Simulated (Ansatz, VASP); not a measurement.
# Two plane-wave programs on SnO2

The input INCAR:

```
PREC     = Accurate       # precision mode
ENCUT    = 520            # plane-wave cutoff, eV
EDIFF    = 1E-6           # SCF threshold, eV
ISMEAR   = -1             # smearing method
SIGMA    = 0.02           # smearing width, eV
LREAL    = False          # projectors in reciprocal space
LASPH    = True           # aspherical terms in the spheres
NELM     = 100            # most SCF steps
ALGO     = Normal         # electronic algorithm
ISIF     = 2              # what is computed and relaxed
LWAVE    = False          # write WAVECAR
LCHARG   = False          # write CHGCAR
GGA      = PE             # functional
NBANDS   = 35             # bands
```

KPOINTS

```
Automatic mesh
0
Gamma
  6 6 8
```

File POSCAR:

```
SnO2
1.0
    4.9033909362      0.0000000000      0.0000000000
    0.0000000000      4.9033909362      0.0000000000
    0.0000000000      0.0000000000      3.2960826792
Sn O
2 4
Direct
    0.0000000000      0.0000000000      0.0000000000
    0.5000000000      0.5000000000      0.5000000000
    0.3083375843      0.3083375843      0.0000000000
    0.1916624157      0.8083375843      0.5000000000
    0.8083375843      0.1916624157      0.5000000000
    0.6916624157      0.6916624157      0.0000000000
```

Input for Ansatz:

```yaml
crystal:
  lattice:
    - [4.9033909362, 0.0, 0.0]
    - [0.0, 4.9033909362, 0.0]
    - [0.0, 0.0, 3.2960826792]
  atoms:
    - { symbol: Sn, position: [0.0, 0.0, 0.0] }
    - { symbol: Sn, position: [0.5, 0.5, 0.5] }
    - { symbol: O, position: [0.3083375843, 0.3083375843, 0.0] }
    - { symbol: O, position: [0.1916624157, 0.8083375843, 0.5] }
    - { symbol: O, position: [0.8083375843, 0.1916624157, 0.5] }
    - { symbol: O, position: [0.6916624157, 0.6916624157, 0.0] }
kpoints:
  mp_grid: { grid: [6, 6, 8] }
  band_path:
    path:
      - [0.0, 0.0, 0.0]
      - [0.0, 0.5, 0.0]
      - [0.5, 0.5, 0.0]
      - [0.0, 0.0, 0.5]
      - [0.0, 0.5, 0.5]
      - [0.5, 0.5, 0.5]
    npoints: 1
hamiltonian:
  xc: pbe
scf:
  occupations: { method: fermi_dirac, width: 0.02 }
  n_extra_bands: 5
output:
  forces: true
  stress: true
  eigenvalues: true
```

Change from the starting cell: hydrostatic strain +3.0%.

Alike in both runs: task single point; functional PBE; k mesh 6 × 6 × 8; occupations fermi-dirac, width 0.02 eV; no spin polarisation.

```csv
,VASP,Ansatz
version,VASP 6.6.1,Ansatz 0.2.0
potentials or method,"VASP PAW PBE potentials, release 64 (Sn_d, O)","plane waves, PAW"
plane-wave cutoff (eV),520,420
valence electrons in the cell,52,52
```

```csv
,VASP,Ansatz,Ansatz less VASP
pressure (GPa),-7.1,-7.6,-0.50
"traceless stress, the component that is largest in VASP (GPa)",-1.70,-1.90,-0.201
rms of the force components (eV/Å),0.031,0.022,-0.0085
```

Atom by atom the forces differ by 0.009 eV/Å (rms over components). The functional is the same, so the differences come from potentials, cutoffs and numerics.
